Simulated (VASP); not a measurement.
Here is a VASP 6.6.1 calculation.

INCAR

```
ALGO = Normal ; EDIFF = 1E-7
ENCUT = 520 ; GGA = PE
ISIF = 2 ; ISMEAR = -1
LASPH = T ; LCHARG = F
LREAL = F ; LWAVE = F
NBANDS = 9 ; NELM = 60
PREC = Accurate ; SIGMA = 0.05
```

The input KPOINTS:

```
k-points
0
Gamma
  10 10 5
```

The input POSCAR:

```
Mg
1.0
    3.2413930000      0.0000000000      0.0000000000
   -1.6206965000      2.7793353284      0.0000000000
    0.0000000000      0.0000000000      5.2103000000
Mg
2
Direct
    0.6666666666      0.3333333333      0.7500000000
    0.3333333333      0.6666666667      0.2500000000
```

Potentials or basis: VASP PAW PBE potentials, release 64 (Mg).

Command:

```sh
$ cat potpaw_PBE.64/Mg/POTCAR > POTCAR
$ mpirun -np 1 vasp_std > vasp.out
```

Question: Estimate the largest force.

Answer: 0.008 eV/Å.

Question: What does it give for the pressure?

Answer: -0.8 GPa.

Question: What does it give for the band gap on the k mesh?

Answer: Zero (bands 2 and 3 overlap by 1.90 eV).

Stress tensor (GPa, compression positive):
```
-1.16  0.00  0.00
 0.00 -1.28  0.00
 0.00  0.00 -0.07
```
